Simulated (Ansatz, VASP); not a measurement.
One calculation of TiB, two programs

INCAR

```
SYSTEM = TiB
PREC = Accurate ; ENCUT = 520
EDIFF = 1E-7 ; ISMEAR = 0
SIGMA = 0.15 ; LREAL = .FALSE.
LASPH = .TRUE. ; NELM = 80
ALGO = Normal ; ISIF = 2
LWAVE = .FALSE. ; LCHARG = .TRUE.
GGA = PS ; LELF = .TRUE.
LVHAR = .TRUE. ; NBANDS = 14
```

File KPOINTS:

```
Automatic mesh
0
G
  20 20 20
  0 0 0
```

POSCAR

```
TiB
1.0
    0.0000000000      2.1010000000      2.1640300000
    2.1010000000      0.0000000000      2.1640300000
    2.1010000000      2.1010000000      0.0000000000
Ti B
1 1
Direct
    0.7500000000      0.7500000000      0.7500000000
    0.0000000000      0.0000000000      0.0000000000
```

Input for Ansatz:

```yaml
crystal:
  lattice:
    - [0.0, 2.101, 2.16403]
    - [2.101, 0.0, 2.16403]
    - [2.101, 2.101, 0.0]
  atoms:
    - { symbol: Ti, position: [0.75, 0.75, 0.75] }
    - { symbol: B, position: [0.0, 0.0, 0.0] }
basis:
  ecutwfc: 420
kpoints:
  mp_grid: { grid: [20, 20, 20] }
hamiltonian:
  xc: pbesol
scf:
  occupations: { method: gaussian, width: 0.15 }
output:
  forces: true
  stress: true
  eigenvalues: true
  write_density: true
  write_potential: true
  elf: true
  volumetric_format: npy
```

Change from the starting cell: strain +0.0300 x Voigt [0, 0, 1, 0, 0, 0], atoms carried along.

Alike in both runs: task single point; functional PBEsol; k mesh 20 × 20 × 20; occupations gaussian, width 0.15 eV; no spin polarisation.

|  | VASP | Ansatz |
| --- | --- | --- |
| version | VASP 6.6.1 | Ansatz 0.2.0 |
| potentials or method | VASP PAW PBE potentials, release 64 (Ti_sv, B), cutoff 520 eV | scalar-relativistic, plane waves, PAW |
| valence electrons in the cell | 15 | 15 |

```csv
,VASP,Ansatz,Ansatz less VASP
gap on the k mesh at the Fermi level (eV),none,none,-
pressure (GPa),99.9,100.1,+0.21
"traceless stress, the component that is largest in VASP (GPa)",3.77,3.80,+0.033
```

VASP's potentials were made for PBE, not for PBEsol. A gap of «none» marks a metal or a gap that the smearing closes. Both programs put the cell under a high pressure, so it lies far from rest at this level. The functional is the same, so the differences come from potentials, cutoffs and numerics.

Noted on VASP's run: the cell as given lies far from equilibrium.
